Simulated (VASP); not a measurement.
# AlCu3 (Pm-3m) in VASP: further runs

AlCu3 is run at these levels: r2SCAN; tasks: single point.

Everything below comes from runs of VASP 6.6.1. Logs are shortened: lines on timing, memory, paths and dates and some standing lists are left out, and cuts for length are marked.

### 1 The cell of the first run

It takes space group Pm-3m (No. 221, cubic). Conventional cell: a = 3.605 Å, b = 3.605 Å, c = 3.605 Å, α = 90.00°, β = 90.00°, γ = 90.00°. Al (site symmetry m-3m) has 12 Cu at 2.55 Å within 3.4 Å. Within 3.4 Å of Cu (site symmetry 4/mmm) lie 4 Al at 2.55 Å and 8 Cu at 2.55 Å.

### 2 Single point, r2SCAN (11.71 Å³/atom)

Contents of POSCAR:

```
AlCu3
1.0
    3.6050277925      0.0000000000      0.0000000000
    0.0000000000      3.6050277925      0.0000000000
    0.0000000000      0.0000000000      3.6050277925
Al Cu
1 3
Direct
    0.0000000000      0.0000000000      0.0000000000
    0.5000000000      0.5000000000      0.0000000000
    0.5000000000      0.0000000000      0.5000000000
    0.0000000000      0.5000000000      0.5000000000
```

Contents of INCAR.step1:

```
SYSTEM = AlCu3
PREC = Accurate ; ENCUT = 520
ISMEAR = 0 ; SIGMA = 0.1
LREAL = .FALSE. ; LASPH = .TRUE.
NELM = 60 ; NBANDS = 26
GGA = PE ; ALGO = Normal
EDIFF = 1E-4 ; LWAVE = .TRUE.
LCHARG = .FALSE.
```

Contents of INCAR.step2:

```
SYSTEM = AlCu3
PREC = Accurate ; ENCUT = 520
EDIFF = 1E-7 ; ISMEAR = 0
SIGMA = 0.1 ; LREAL = .FALSE.
LASPH = .TRUE. ; NELM = 60
ALGO = Normal ; ISIF = 2
LWAVE = .FALSE. ; LCHARG = .TRUE.
METAGGA = R2SCAN ; LMIXTAU = .TRUE.
LELF = .TRUE. ; LVHAR = .TRUE.
NBANDS = 26 ; ISTART = 1
```

Contents of KPOINTS:

```
regular mesh
0
G
  12 12 12
  0 0 0
```

Potentials or basis: VASP PAW PBE potentials, release 64 (Al, Cu).

On the command line:

```console
$ cat potpaw_PBE.64/Al/POTCAR potpaw_PBE.64/Cu/POTCAR > POTCAR
$ cp INCAR.step1 INCAR
$ mpirun -np 1 vasp_std > vasp.out
$ cp INCAR.step2 INCAR
$ mpirun -np 1 vasp_std > vasp.out
```

OUTCAR:

```text
SYSTEM = AlCu3
   PREC = Accurate
   ENCUT = 520
   EDIFF = 1E-7
   ISMEAR = 0
   LREAL = .FALSE.
   LASPH = .TRUE.
   NELM = 60
   ISIF = 2
   METAGGA = R2SCAN
   ISTART = 1

 ion  position               nearest neighbor table
   1  0.000  0.000  0.000-   2 2.55   3 2.55   4 2.55   3 2.55   4 2.55   2 2.55   4 2.55   4 2.55
                             2 2.55   3 2.55   3 2.55   2 2.55
   2  0.500  0.500  0.000-   1 2.55   3 2.55   4 2.55   3 2.55   4 2.55   1 2.55   3 2.55   3 2.55
                             1 2.55   4 2.55   4 2.55   1 2.55
   3  0.500  0.000  0.500-   1 2.55   2 2.55   4 2.55   1 2.55   2 2.55   2 2.55   4 2.55   2 2.55
                             1 2.55   4 2.55   1 2.55   4 2.55
   4  0.000  0.500  0.500-   1 2.55   2 2.55   3 2.55   1 2.55   2 2.55   1 2.55   3 2.55   1 2.55
                             2 2.55   3 2.55   2 2.55   3 2.55

  LATTYP: Found a simple cubic cell.
 ALAT       =     3.6050277925

  Lattice vectors:

 A1 = (   3.6050277925,   0.0000000000,   0.0000000000)
 A2 = (   0.0000000000,   3.6050277925,   0.0000000000)
 A3 = (   0.0000000000,   0.0000000000,   3.6050277925)

Analysis of symmetry for initial positions (statically):
=====================================================================
 Subroutine PRICEL returns:
 Original cell was already a primitive cell.

 Routine SETGRP: Setting up the symmetry group for a
 simple cubic supercell.

 Subroutine GETGRP returns: Found 48 space group operations
 (whereof 48 operations were pure point group operations)
 out of a pool of 48 trial point group operations.

The static configuration has the point symmetry O_h .

Analysis of symmetry for dynamics (positions and initial velocities):
=====================================================================
 Subroutine PRICEL returns:
 Original cell was already a primitive cell.

 Routine SETGRP: Setting up the symmetry group for a
 simple cubic supercell.

 Subroutine GETGRP returns: Found 48 space group operations
 (whereof 48 operations were pure point group operations)
 out of a pool of 48 trial point group operations.

The dynamic configuration has the point symmetry O_h .

 Subroutine INISYM returns: Found 48 space group operations
 (whereof 48 operations are pure point group operations),
 and found     1 'primitive' translations

----------------------------------------------------------------------------------------

                                     Primitive cell

  volume of cell :      46.8518

  direct lattice vectors                    reciprocal lattice vectors
     3.605027793  0.000000000  0.000000000     0.277390372  0.000000000  0.000000000
     0.000000000  3.605027793  0.000000000     0.000000000  0.277390372  0.000000000
     0.000000000  0.000000000  3.605027793     0.000000000  0.000000000  0.277390372

  length of vectors
     3.605027793  3.605027793  3.605027793     0.277390372  0.277390372  0.277390372

  position of ions in fractional coordinates (direct lattice)
     0.000000000  0.000000000  0.000000000
     0.500000000  0.500000000  0.000000000
     0.500000000  0.000000000  0.500000000
     0.000000000  0.500000000  0.500000000

  ion indices of the primitive-cell ions
   primitive index   ion index
                 1           1
                 2           2
                 3           3
                 4           4

----------------------------------------------------------------------------------------

 KPOINTS: regular mesh

Automatic generation of k-mesh.
 Grid dimensions read from file:
 generate k-points for:   12   12   12

 Generating k-lattice:

  Cartesian coordinates                     Fractional coordinates (reciprocal lattice)
     0.023115864  0.000000000  0.000000000     0.083333333  0.000000000  0.000000000
     0.000000000  0.023115864  0.000000000     0.000000000  0.083333333  0.000000000
     0.000000000  0.000000000  0.023115864     0.000000000  0.000000000  0.083333333

  Length of vectors
     0.023115864  0.023115864  0.023115864

  Shift w.r.t. Gamma in fractional coordinates (k-lattice)
     0.000000000  0.000000000  0.000000000

 Subroutine IBZKPT returns following result:
 ===========================================

 Found     84 irreducible k-points:

 Following reciprocal coordinates:
            Coordinates               Weight
  0.000000  0.000000  0.000000      1.000000
  0.083333  0.000000  0.000000      6.000000
  0.166667  0.000000  0.000000      6.000000
  0.250000  0.000000  0.000000      6.000000
  0.333333  0.000000  0.000000      6.000000
  0.416667  0.000000  0.000000      6.000000
[... 16 lines left out ...]
  0.333333  0.333333  0.000000     12.000000
  0.416667  0.333333  0.000000     24.000000
 [... further k-points ...]
   k-points           NKPTS =     84   k-points in BZ     NKDIM =     84   number of bands    NBANDS=     26
   number of dos      NEDOS =    301   number of ions     NIONS =      4
   total plane-waves  NPLWV =  21952
   dimension x,y,z NGX =    28 NGY =   28 NGZ =   28
   dimension x,y,z NGXF=    56 NGYF=   56 NGZF=   56
   ions per type =               1   3
   NGX,Y,Z   is equivalent  to a cutoff of  12.91, 12.91, 12.91 a.u.
   NGXF,Y,Z  is equivalent  to a cutoff of  25.82, 25.82, 25.82 a.u.
 SYSTEM =  AlCu3
   PREC   = accura    normal or accurate (medium, high low for compatibility)
   ISTART =      1    job   : 0-new  1-cont  2-samecut
   ICHARG =      0    charge: 1-file 2-atom 10-const
   ISPIN  =      1    spin polarized calculation?
   LNONCOLLINEAR =      F non collinear calculations
   LSORBIT =      F    spin-orbit coupling
   LASPH  =      T    aspherical Exc in radial PAW
   ENCUT  =  520.0 eV  38.22 Ry    6.18 a.u.   6.70  6.70  6.70*2*pi/ulx,y,z
   NELM   =     60;   NELMIN=  2; NELMDL=  0     # of ELM steps
   EDIFF  = 0.1E-06   stopping-criterion for ELM
   LREAL  =      F    real-space projection
   EDIFFG = 0.1E-05   stopping-criterion for IOM
   NSW    =      0    number of steps for IOM
   IBRION =     -1    ionic relax: 0-MD 1-quasi-New 2-CG
   NFREE  =      0    steps in history (QN), initial steepest desc. (CG)
   ISIF   =      2    stress and relaxation
   ISYM   =      2    0-nonsym 1-usesym 2-fastsym
   POTIM  = 0.5000    time-step for ionic-motion
   TEBEG  =    0.0;   TEEND  =   0.0 temperature during run
   PSTRESS=    0.0 pullay stress
   NELECT =      36.0000    total number of electrons
   NUPDOWN=      -1.0000    fix difference up-down
   EMIN   =  10.00;   EMAX   =-10.00  energy-range for DOS
   EFERMI =   0.00;   METHOD = LEGACY
   ISMEAR =     0;   SIGMA  =   0.10  broadening in eV -4-tet -1-fermi 0-gaus
   EFERMI_NEDOS =   21; number of points for ismear=-14 and -15
   IALGO  =     38    algorithm
   IMIX   =      4    mixing-type and parameters
     AMIX     =   0.40;   BMIX     =  1.00
     AMIX_MAG =   1.60;   BMIX_MAG =  1.00
  volume/ion in A,a.u.               =      11.71        79.04
  Fermi-wavevector in a.u.,A,eV,Ry     =   1.499456  2.833561 30.590906  2.248368
  Thomas-Fermi vector in A             =   2.611083
   LORBIT       =      0    0 simple, 1 ext, 2 COOP (PROOUT), +10 PAW based schemes
   METAGGA = R2SCAN    functional components
   LHFCALC =     F    Hartree Fock is set to
   AEXX    =    0.0000 exact exchange contribution
   IVDW    =     0    specifies the selected vdW correction
   LEPSILON=     F    determine dielectric tensor
   LRPA    =     F    only Hartree local field effects (RPA)
 non-spin polarized calculation
 Gauss-broadening in eV      SIGMA  =   0.10
  energy-cutoff  :      520.00
  volume of cell :       46.85
 maximum number of plane-waves:      1328
 NGX is ok and might be reduce to    28
   NGX = 13   NGY = 13   NGZ = 13

 number of electron      35.9999912 magnetization

 Free energy of the ion-electron system (eV)
  ---------------------------------------------------
  ext. energy  EPLUGINS =         0.00000000
  ---------------------------------------------------
  free energy    TOTEN  =       -39.95378199 eV

  energy without entropy =      -39.94906387  energy(sigma->0) =      -39.95142293

 E-fermi :   8.8762     XC(G=0): -13.5184

 val. band max:        8.8591811623   @ k =   0.2500   0.1667   0.1667
 cond. band min:       8.9584087417   @ k =   0.1667   0.0833   0.0833
 fundamental gap:      0.0992275795
 Fermi energy:         8.8761989526

 k-point     1 :       0.0000    0.0000    0.0000
  band No.  band energies     occupation
      1      -2.4921      2.00000
      2       3.1363      2.00000
      3       3.7230      2.00000
      4       3.7230      2.00000
      5       4.0445      2.00000
      6       4.0445      2.00000
[... 18 lines left out ...]
     25      20.3330      0.00000
     26      21.6763      0.00000

 k-point     2 :       0.0833    0.0000    0.0000
  band No.  band energies     occupation
      1      -2.4059      2.00000
      2       3.1602      2.00000
      3       3.6844      2.00000
      4       3.7690      2.00000
      5       4.0564      2.00000
      6       4.0564      2.00000
[... 18 lines left out ...]
     25      20.0294      0.00000
     26      21.1910      0.00000

 k-point     3 :       0.1667    0.0000    0.0000
  band No.  band energies     occupation
      1      -2.1488      2.00000
      2       3.1886      2.00000
      3       3.5732      2.00000
      4       3.9017      2.00000
      5       4.0907      2.00000
      6       4.0907      2.00000
[... 18 lines left out ...]
     25      19.3188      0.00000
     26      20.2205      0.00000

 k-point     4 :       0.2500    0.0000    0.0000
  band No.  band energies     occupation
      1      -1.7261      2.00000
      2       2.9477      2.00000
      3       3.5517      2.00000
      4       4.1031      2.00000
      5       4.1428      2.00000
      6       4.1428      2.00000
[... 18 lines left out ...]
     25      18.8541      0.00000
     26      19.1679      0.00000

 k-point     5 :       0.3333    0.0000    0.0000
  band No.  band energies     occupation
      1      -1.1486      2.00000
      2       2.2907      2.00000
      3       3.6765      2.00000
      4       4.2031      2.00000
      5       4.2031      2.00000
      6       4.2715      2.00000
[... 18 lines left out ...]
     25      18.2878      0.00000
     26      20.4692      0.00000

 k-point     6 :       0.4167    0.0000    0.0000
  band No.  band energies     occupation
      1      -0.4439      2.00000
      2       1.4348      2.00000
      3       3.8014      2.00000
      4       4.2547      2.00000
      5       4.2547      2.00000
      6       4.3445      2.00000
[... 427 lines left out ...]
 k-point    21 :       0.4167    0.2500    0.0000
  band No.  band energies     occupation
      1       0.2331      2.00000
      2       2.0180      2.00000
      3       3.7212      2.00000
      4       4.0971      2.00000
      5       4.1900      2.00000
      6       4.5171      2.00000
[... 18 lines left out ...]
     25      19.4944      0.00000
     26      20.6253      0.00000

 k-point    22 :       0.5000    0.2500    0.0000
  band No.  band energies     occupation
      1       0.7582      2.00000
      2       1.4481      2.00000
      3       3.7929      2.00000
      4       4.0951      2.00000
      5       4.2190      2.00000
      6       4.4702      2.00000
[... 18 lines left out ...]
     25      19.6959      0.00000
     26      21.1629      0.00000

 k-point    23 :       0.3333    0.3333    0.0000
  band No.  band energies     occupation
      1       0.0979      2.00000
      2       2.9943      2.00000
      3       3.1379      2.00000
      4       4.1435      2.00000
      5       4.1552      2.00000
      6       4.4373      2.00000
[... 18 lines left out ...]
     25      19.2409      0.00000
     26      20.7022      0.00000

 k-point    24 :       0.4167    0.3333    0.0000
  band No.  band energies     occupation
      1       0.7274      2.00000
      2       2.4006      2.00000
      3       3.3215      2.00000
      4       4.1776      2.00000
      5       4.1864      2.00000
      6       4.5553      2.00000
[... 18 lines left out ...]
     25      19.5643      0.00000
     26      20.3508      0.00000

 [... further k-points ...]
[... 5 lines left out ...]
  --------------------------------------------------------------------------------------
  -------------------------------------------------------------------------------------
  Total        1.5223570      1.5223570      1.5223570      0.0000000     -0.0000000      0.0000000
  in kB       52.0596506     52.0596506     52.0596506      0.0000000     -0.0000000      0.0000000
  external PRESSURE =      52.0596506 kB  Pullay stress =       0.0000000 kB

 VOLUME and BASIS-vectors are now :
 -----------------------------------------------------------------------------
  energy-cutoff  :      520.00
  volume of cell :       46.85
      direct lattice vectors                 reciprocal lattice vectors
     3.605027793  0.000000000  0.000000000     0.277390372  0.000000000  0.000000000
     0.000000000  3.605027793  0.000000000     0.000000000  0.277390372  0.000000000
     0.000000000  0.000000000  3.605027793     0.000000000  0.000000000  0.277390372

 POSITION                                       TOTAL-FORCE (eV/Angst)
 -----------------------------------------------------------------------------------
      0.00000      0.00000      0.00000         0.000000      0.000000      0.000000
      1.80251      1.80251      0.00000         0.000000      0.000000      0.000000
      1.80251      0.00000      1.80251         0.000000      0.000000      0.000000
      0.00000      1.80251      1.80251         0.000000      0.000000      0.000000
 -----------------------------------------------------------------------------------
    total drift:                                0.000000      0.000000      0.000000

  FREE ENERGIE OF THE ION-ELECTRON SYSTEM (eV)
  ---------------------------------------------------
  free  energy   TOTEN  =       -39.9537819857 eV

  energy  without entropy=      -39.9490638652  energy(sigma->0) =      -39.95142293
```

Wall time 3.3 min (1 thread of Intel Xeon Platinum 8559C (Emerald Rapids), shared host); peak memory 0.22 GiB.

What came out:

* Free energy: -39.9538 eV
* Pressure: 5.2 GPa
* Band gap on the k mesh: zero (bands 18 and 19 overlap by 5.94 eV)

Caveat: the cell stands under pressure; the PAW data sets were made with another functional, which shifts forces and pressure a little.

### 3 Single point, r2SCAN

This run uses another cell than the first one, of 12.03 Å³/atom.

Contents of POSCAR:

```
AlCu3
1.0
    3.6373766700      0.0000000000      0.0000000000
    0.0000000000      3.6373766700      0.0000000000
    0.0000000000      0.0000000000      3.6373766700
Al Cu
1 3
Direct
    0.0000000000      0.0000000000      0.0000000000
    0.5000000000      0.5000000000      0.0000000000
    0.5000000000      0.0000000000      0.5000000000
    0.0000000000      0.5000000000      0.5000000000
```

Contents of INCAR.step1:

```
ALGO = Normal
EDIFF = 1E-4
ENCUT = 520
GGA = PE
ISMEAR = 0
LASPH = True
LCHARG = False
LREAL = False
LWAVE = True
NBANDS = 26
NELM = 60
PREC = Accurate
SIGMA = 0.1
```

Contents of INCAR.step2:

```
ALGO = Normal
EDIFF = 1E-6
ENCUT = 520
ISIF = 2
ISMEAR = 0
ISTART = 1
LASPH = True
LCHARG = False
LMIXTAU = True
LREAL = False
LWAVE = False
METAGGA = R2SCAN
NBANDS = 26
NELM = 60
PREC = Accurate
SIGMA = 0.1
```

Contents of KPOINTS:

```
k-points
0
Gamma
  12 12 12
```

Potentials or basis: VASP PAW PBE potentials, release 64 (Al, Cu).

On the command line:

```console
$ cat potpaw_PBE.64/Al/POTCAR potpaw_PBE.64/Cu/POTCAR > POTCAR
$ cp INCAR.step1 INCAR
$ mpirun -np 1 vasp_std > vasp.out
$ cp INCAR.step2 INCAR
$ mpirun -np 1 vasp_std > vasp.out
```

Wall time 3.4 min (1 thread of Intel Xeon Platinum 8559C (Emerald Rapids), shared host); peak memory 0.22 GiB.

The run converged. Its results:

```
Free energy            : -39.9783 eV
Pressure               : 0.9 GPa
Band gap on the k mesh : zero (bands 18 and 19 overlap by 5.81 eV)
```

Levels at points of the mesh, in eV from the Fermi level:
```csv
k point,band 14,band 15,band 16,band 17,band 18,band 19,band 20,band 21,band 22,band 23
"(0.00, 0.00, 0.00)",-2.12,-2.12,-2.12,-0.28,-0.28,-0.28,4.60,4.60,5.56,11.26
"(0.50, 0.00, 0.00)",-3.06,-2.98,-2.59,-2.12,4.00,4.00,4.13,4.13,4.93,6.61
"(0.50, 0.50, 0.00)",-2.96,-2.95,-2.83,-2.41,-1.26,-1.26,6.70,6.76,6.76,7.54
"(0.50, 0.50, 0.50)",-3.03,-3.03,-2.31,-2.31,-2.31,-1.44,1.56,1.94,1.94,1.94
```

Caveat: the PAW data sets were made with another functional, which shifts forces and pressure a little.

### 4 Single point, r2SCAN

This run uses another cell than the first one, of 12.08 Å³/atom.

Contents of POSCAR:

```
AlCu3
1.0
    3.6418163312      0.0000000000      0.0000000000
    0.0000000000      3.6418163312      0.0000000000
    0.0000000000      0.0000000000      3.6418163312
Al Cu
1 3
Direct
    0.0000000000      0.0000000000      0.0000000000
    0.5000000000      0.5000000000      0.0000000000
    0.5000000000      0.0000000000      0.5000000000
    0.0000000000      0.5000000000      0.5000000000
```

Contents of INCAR.step1:

```
ALGO     = Normal         # electronic algorithm
EDIFF    = 1E-4           # SCF threshold, eV
ENCUT    = 520            # plane-wave cutoff, eV
GGA      = PE             # functional
ISMEAR   = 0              # smearing method
LASPH    = True           # aspherical terms in the spheres
LCHARG   = False          # write CHGCAR
LREAL    = False          # projectors in reciprocal space
LWAVE    = True           # write WAVECAR
NBANDS   = 26             # bands
NELM     = 80             # most SCF steps
PREC     = Accurate       # precision mode
SIGMA    = 0.1            # smearing width, eV
```

Contents of INCAR.step2:

```
ALGO     = Normal         # electronic algorithm
EDIFF    = 1E-7           # SCF threshold, eV
ENCUT    = 520            # plane-wave cutoff, eV
ISIF     = 2              # what is computed and relaxed
ISMEAR   = 0              # smearing method
ISTART   = 1            
LASPH    = True           # aspherical terms in the spheres
LCHARG   = False          # write CHGCAR
LMIXTAU  = True         
LREAL    = False          # projectors in reciprocal space
LWAVE    = False          # write WAVECAR
METAGGA  = R2SCAN         # meta-GGA
NBANDS   = 26             # bands
NELM     = 80             # most SCF steps
PREC     = Accurate       # precision mode
SIGMA    = 0.1            # smearing width, eV
```

KPOINTS is that of step 3.

On the command line:

```console
$ cat potpaw_PBE.64/Al/POTCAR potpaw_PBE.64/Cu/POTCAR > POTCAR
$ cp INCAR.step1 INCAR
$ mpirun -np 1 vasp_std > vasp.out
$ cp INCAR.step2 INCAR
$ mpirun -np 1 vasp_std > vasp.out
```

Run time: 3.3 min. Hardware: 1 thread of Intel Xeon Platinum 8559C (Emerald Rapids), shared host; peak memory 0.22 GiB.

It converged, with:

| Quantity | Value |
| --- | --- |
| Free energy | -39.9791 eV |
| Pressure | 0.4 GPa |
| Band gap on the k mesh | zero (bands 18 and 19 overlap by 5.79 eV) |

Levels at points of the mesh, in eV from the Fermi level:
| k point | band 16 | band 17 | band 18 | band 19 | band 20 | band 21 |
| --- | --- | --- | --- | --- | --- | --- |
| (0.00, 0.00, 0.00) | -2.12 | -0.27 | -0.27 | -0.27 | 4.59 | 4.59 |
| (0.50, 0.00, 0.00) | -2.58 | -2.12 | 3.98 | 3.98 | 4.12 | 4.12 |
| (0.50, 0.50, 0.00) | -2.82 | -2.41 | -1.25 | -1.25 | 6.68 | 6.75 |
| (0.50, 0.50, 0.50) | -2.30 | -2.30 | -2.30 | -1.43 | 1.54 | 1.93 |

Caveat: the PAW data sets were made with another functional, which shifts forces and pressure a little.

### 5 Summary

```tsv
cell	gap on the mesh (eV)	pressure (GPa)
a = 3.605 Å, 4 atoms	none	5.2
a = 3.637 Å, 4 atoms	none	0.9
a = 3.642 Å, 4 atoms	none	0.4
```

Alike in all rows: task single point; level r2SCAN; potentials or basis VASP PAW PBE potentials, release 64 (Al, Cu); no spin polarisation; k mesh 12 × 12 × 12; cutoff (eV) 520; smearing gaussian 0.1 eV.

Caveats: the PAW data sets were made with another functional, which shifts forces and pressure a little; the cell stands under pressure (at least some runs).

Absolute energies hang on the potentials; compare differences alone.
